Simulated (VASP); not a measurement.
# Ni (Im-3m) in VASP: single point with PBE

Aim: the single point of Ni with PBE.

Everything below comes from runs of VASP 6.6.1. Logs are shortened: lines on timing, memory, paths and dates and some standing lists are left out, and cuts for length are marked.

## (1) The cell of the first run

It takes space group Im-3m (No. 229, cubic). The conventional cell has a = 2.805 Å, b = 2.805 Å, c = 2.805 Å, α = 90.00°, β = 90.00°, γ = 90.00°. Within 3.2 Å of Ni (site symmetry m-3m) lie 14 Ni at 2.43 to 2.81 Å.

## (2) Single point, PBE, collinear spin, ferromagnetic start

Contents of INCAR:

```
SYSTEM = Ni
  ALGO = Normal
  EDIFF = 1E-6
  ENCUT = 520
  GGA = PE
  ISIF = 2
  ISMEAR = -1
  ISPIN = 2
  LASPH = .True.
  LCHARG = .False.
  LMAXMIX = 4
  LORBIT = 11
  LREAL = .False.
  LWAVE = .False.
  MAGMOM = 1
  NBANDS = 15
  NELM = 150
  PREC = Accurate
  SIGMA = 0.05
```

Contents of KPOINTS:

```
k-points
0
Gamma
  19 19 19
  0 0 0
```

Contents of POSCAR:

```
Ni
1.0
   -1.4025593469      1.4025593469      1.4025593469
    1.4025593469     -1.4025593469      1.4025593469
    1.4025593469      1.4025593469     -1.4025593469
Ni
1
Direct
    0.0000000000      0.0000000000      0.0000000000
```

Potentials or basis: VASP PAW PBE potentials, release 64 (Ni).

Started as:

```bash
cat potpaw_PBE.64/Ni/POTCAR > POTCAR
mpirun -np 1 vasp_std > vasp.out
```

OUTCAR:

```text
SYSTEM = Ni
   EDIFF = 1E-6
   ENCUT = 520
   GGA = PE
   ISIF = 2
   ISMEAR = -1
   ISPIN = 2
   LASPH = .True.
   LORBIT = 11
   LREAL = .False.
   NELM = 150
   PREC = Accurate

 ion  position               nearest neighbor table
   1  0.000  0.000  0.000-

  LATTYP: Found a body centered cubic cell.
 ALAT       =     2.8051186938

  Lattice vectors:

 A1 = (  -1.4025593469,   1.4025593469,   1.4025593469)
 A2 = (   1.4025593469,  -1.4025593469,   1.4025593469)
 A3 = (   1.4025593469,   1.4025593469,  -1.4025593469)

Analysis of symmetry for initial positions (statically):
=====================================================================
 Subroutine PRICEL returns:
 Original cell was already a primitive cell.

 Routine SETGRP: Setting up the symmetry group for a
 body centered cubic supercell.

 Subroutine GETGRP returns: Found 48 space group operations
[... 9 lines left out ...]

 Routine SETGRP: Setting up the symmetry group for a
 body centered cubic supercell.

 Subroutine GETGRP returns: Found 48 space group operations
 (whereof 48 operations were pure point group operations)
 out of a pool of 48 trial point group operations.

The dynamic configuration has the point symmetry O_h .

Analysis of structural, dynamic, and magnetic symmetry:
=====================================================================
 Subroutine PRICEL returns:
 Original cell was already a primitive cell.

 Routine SETGRP: Setting up the symmetry group for a
 body centered cubic supercell.

 Subroutine GETGRP returns: Found 48 space group operations
 (whereof 48 operations were pure point group operations)
 out of a pool of 48 trial point group operations.

The overall configuration has the point symmetry O_h .

 Subroutine INISYM returns: Found 48 space group operations
[... 5 lines left out ...]
                                     Primitive cell

  volume of cell :      11.0363

  direct lattice vectors                    reciprocal lattice vectors
    -1.402559347  1.402559347  1.402559347     0.000000000  0.356491154  0.356491154
     1.402559347 -1.402559347  1.402559347     0.356491154  0.000000000  0.356491154
     1.402559347  1.402559347 -1.402559347     0.356491154  0.356491154  0.000000000

  length of vectors
     2.429304049  2.429304049  2.429304049     0.504154625  0.504154625  0.504154625

  position of ions in fractional coordinates (direct lattice)
     0.000000000  0.000000000  0.000000000

  ion indices of the primitive-cell ions
   primitive index   ion index
                 1           1

----------------------------------------------------------------------------------------

 KPOINTS: k-points

Automatic generation of k-mesh.
 Grid dimensions read from file:
 generate k-points for:   19   19   19

 Generating k-lattice:

  Cartesian coordinates                     Fractional coordinates (reciprocal lattice)
     0.000000000  0.018762692  0.018762692     0.052631579  0.000000000  0.000000000
     0.018762692  0.000000000  0.018762692     0.000000000  0.052631579  0.000000000
     0.018762692  0.018762692  0.000000000     0.000000000  0.000000000  0.052631579

  Length of vectors
     0.026534454  0.026534454  0.026534454

  Shift w.r.t. Gamma in fractional coordinates (k-lattice)
     0.000000000  0.000000000  0.000000000

 Subroutine IBZKPT returns following result:
 ===========================================

 Found    220 irreducible k-points:

 Following reciprocal coordinates:
            Coordinates               Weight
  0.000000  0.000000  0.000000      1.000000
  0.052632  0.000000  0.000000     12.000000
  0.105263  0.000000  0.000000     12.000000
  0.157895  0.000000  0.000000     12.000000
  0.210526  0.000000  0.000000     12.000000
  0.263158  0.000000  0.000000     12.000000
[... 16 lines left out ...]
  0.263158  0.105263 -0.000000     48.000000
  0.315789  0.105263  0.000000     48.000000
 [... further k-points ...]
   k-points           NKPTS =    220   k-points in BZ     NKDIM =    220   number of bands    NBANDS=     15
   number of dos      NEDOS =    301   number of ions     NIONS =      1
   total plane-waves  NPLWV =   5832
   dimension x,y,z NGX =    18 NGY =   18 NGZ =   18
   dimension x,y,z NGXF=    36 NGYF=   36 NGZF=   36
   ions per type =               1
   NGX,Y,Z   is equivalent  to a cutoff of  12.32, 12.32, 12.32 a.u.
   NGXF,Y,Z  is equivalent  to a cutoff of  24.64, 24.64, 24.64 a.u.
 SYSTEM =  Ni
   PREC   = accura    normal or accurate (medium, high low for compatibility)
   ISTART =      0    job   : 0-new  1-cont  2-samecut
   ICHARG =      2    charge: 1-file 2-atom 10-const
   ISPIN  =      2    spin polarized calculation?
   LNONCOLLINEAR =      F non collinear calculations
   LSORBIT =      F    spin-orbit coupling
   LASPH  =      T    aspherical Exc in radial PAW
   ENCUT  =  520.0 eV  38.22 Ry    6.18 a.u.   4.52  4.52  4.52*2*pi/ulx,y,z
   NELM   =    150;   NELMIN=  2; NELMDL= -5     # of ELM steps
   EDIFF  = 0.1E-05   stopping-criterion for ELM
   LREAL  =      F    real-space projection
   EDIFFG = 0.1E-04   stopping-criterion for IOM
   NSW    =      0    number of steps for IOM
   IBRION =     -1    ionic relax: 0-MD 1-quasi-New 2-CG
   NFREE  =      0    steps in history (QN), initial steepest desc. (CG)
   ISIF   =      2    stress and relaxation
   ISYM   =      2    0-nonsym 1-usesym 2-fastsym
   POTIM  = 0.5000    time-step for ionic-motion
   TEBEG  =    0.0;   TEEND  =   0.0 temperature during run
   PSTRESS=    0.0 pullay stress
   NELECT =      10.0000    total number of electrons
   NUPDOWN=      -1.0000    fix difference up-down
   EMIN   =  10.00;   EMAX   =-10.00  energy-range for DOS
   EFERMI =   0.00;   METHOD = LEGACY
   ISMEAR =    -1;   SIGMA  =   0.05  broadening in eV -4-tet -1-fermi 0-gaus
   EFERMI_NEDOS =   21; number of points for ismear=-14 and -15
   IALGO  =     38    algorithm
   IMIX   =      4    mixing-type and parameters
     AMIX     =   0.40;   BMIX     =  1.00
     AMIX_MAG =   1.60;   BMIX_MAG =  1.00
  volume/ion in A,a.u.               =      11.04        74.48
  Fermi-wavevector in a.u.,A,eV,Ry     =   1.584164  2.993637 34.144867  2.509577
  Thomas-Fermi vector in A             =   2.683824
   LORBIT       =     11    0 simple, 1 ext, 2 COOP (PROOUT), +10 PAW based schemes
   GGA     = PE    functional components
   LHFCALC =     F    Hartree Fock is set to
   AEXX    =    0.0000 exact exchange contribution
   IVDW    =     0    specifies the selected vdW correction
   LEPSILON=     F    determine dielectric tensor
   LRPA    =     F    only Hartree local field effects (RPA)
 spin polarized calculation
  energy-cutoff  :      520.00
  volume of cell :       11.04
 maximum number of plane-waves:       321
 NGX is ok and might be reduce to    18
   NGX =  9   NGY =  9   NGZ =  9

 number of electron      10.0000000 magnetization       1.0000000

 number of electron       9.9999983 magnetization       0.5375489

 Free energy of the ion-electron system (eV)
  ---------------------------------------------------
  ext. energy  EPLUGINS =         0.00000000
  ---------------------------------------------------
  free energy    TOTEN  =        -5.38295605 eV

  energy without entropy =       -5.37017369  energy(sigma->0) =       -5.37656487

 E-fermi :   9.0448     XC(G=0): -13.1657

 val. band max:        9.0435163306   @ k =  -0.3158   0.3684   0.1579
 cond. band min:       9.0510497585   @ k =  -0.3158  -0.4737   0.0526
 fundamental gap:      0.0075334279
 Fermi energy:         9.0447663874

 spin component 1

 k-point     1 :       0.0000    0.0000    0.0000
  band No.  band energies     occupation
      1       0.2629      1.00000
      2       6.8080      1.00000
      3       6.8080      1.00000
      4       6.8080      1.00000
      5       8.1963      1.00000
      6       8.1963      1.00000
      7      35.3598      0.00000
      8      35.3598      0.00000
      9      35.3598      0.00000
     10      40.1621      0.00000
     11      40.1621      0.00000
     12      41.0106      0.00000
     13      41.0106      0.00000
     14      41.0106      0.00000
     15      41.8630      0.00000
[... 397 lines left out ...]
 k-point    24 :       0.3158    0.1053    0.0000
  band No.  band energies     occupation
      1       4.4265      1.00000
      2       6.0738      1.00000
      3       6.9732      1.00000
      4       8.0201      1.00000
      5       8.3818      1.00000
      6       9.2009      0.04222
      7      19.1786      0.00000
      8      26.0611      0.00000
      9      29.3026      0.00000
     10      34.4711      0.00000
     11      38.8231      0.00000
     12      41.6209      0.00000
     13      47.5604      0.00000
     14      52.0108      0.00000
     15      52.8174      0.00000

 [... further k-points ...]

 spin component 2

 k-point     1 :       0.0000    0.0000    0.0000
  band No.  band energies     occupation
      1       0.2455      1.00000
      2       7.4640      1.00000
      3       7.4640      1.00000
      4       7.4640      1.00000
      5       8.6640      0.99951
      6       8.6640      0.99951
      7      35.2563      0.00000
      8      35.2563      0.00000
      9      35.2563      0.00000
     10      40.0849      0.00000
     11      40.0849      0.00000
     12      41.1846      0.00000
     13      41.1846      0.00000
     14      41.1846      0.00000
     15      42.0087      0.00000
[... 397 lines left out ...]
 k-point    24 :       0.3158    0.1053    0.0000
  band No.  band energies     occupation
      1       4.6275      1.00000
      2       6.6679      1.00000
      3       7.3270      1.00000
      4       8.5646      0.99993
      5       8.8870      0.95915
      6       9.7961      0.00000
      7      19.3628      0.00000
      8      26.1235      0.00000
      9      29.3588      0.00000
     10      34.5127      0.00000
     11      38.8859      0.00000
     12      41.6361      0.00000
     13      47.5695      0.00000
     14      52.0935      0.00000
     15      52.9431      0.00000

 [... further k-points ...]

------------------------ aborting loop because EDIFF is reached ----------------------------------------

  FORCE on cell =-STRESS in cart. coord.  units (eV):
  Direction    XX          YY          ZZ          XY          YZ          ZX
  --------------------------------------------------------------------------------------
  -------------------------------------------------------------------------------------
  Total       -0.0646091     -0.0646091     -0.0646091      0.0000000     -0.0000000      0.0000000
  in kB       -9.3795246     -9.3795246     -9.3795246      0.0000000     -0.0000000      0.0000000
  external PRESSURE =      -9.3795246 kB  Pullay stress =       0.0000000 kB

 VOLUME and BASIS-vectors are now :
 -----------------------------------------------------------------------------
  energy-cutoff  :      520.00
  volume of cell :       11.04
      direct lattice vectors                 reciprocal lattice vectors
    -1.402559347  1.402559347  1.402559347     0.000000000  0.356491154  0.356491154
     1.402559347 -1.402559347  1.402559347     0.356491154  0.000000000  0.356491154
     1.402559347  1.402559347 -1.402559347     0.356491154  0.356491154  0.000000000

 POSITION                                       TOTAL-FORCE (eV/Angst)
 -----------------------------------------------------------------------------------
      0.00000      0.00000      0.00000         0.000000      0.000000     -0.000000
 -----------------------------------------------------------------------------------
    total drift:                                0.000000      0.000000      0.000000

  FREE ENERGIE OF THE ION-ELECTRON SYSTEM (eV)
  ---------------------------------------------------
  free  energy   TOTEN  =        -5.3829560465 eV

  energy  without entropy=       -5.3701736863  energy(sigma->0) =       -5.37656487

 total charge

# of ion       s       p       d       tot
------------------------------------------
    1        0.485   0.475   8.329   9.290

 magnetization (x)

# of ion       s       p       d       tot
------------------------------------------
    1       -0.004  -0.017   0.568   0.546
```

Wall time 27 s (1 thread of Intel Xeon 6975P-C (Granite Rapids), shared host); peak memory 0.17 GiB.

Results:

```
Free energy                                           : -5.3830 eV
Pressure                                              : -0.9 GPa
Net moment                                            : 0.54 μB per cell
Site moments                                          : Ni +0.55 μB
Valence electrons inside the program's atomic spheres : Ni 9.29
```
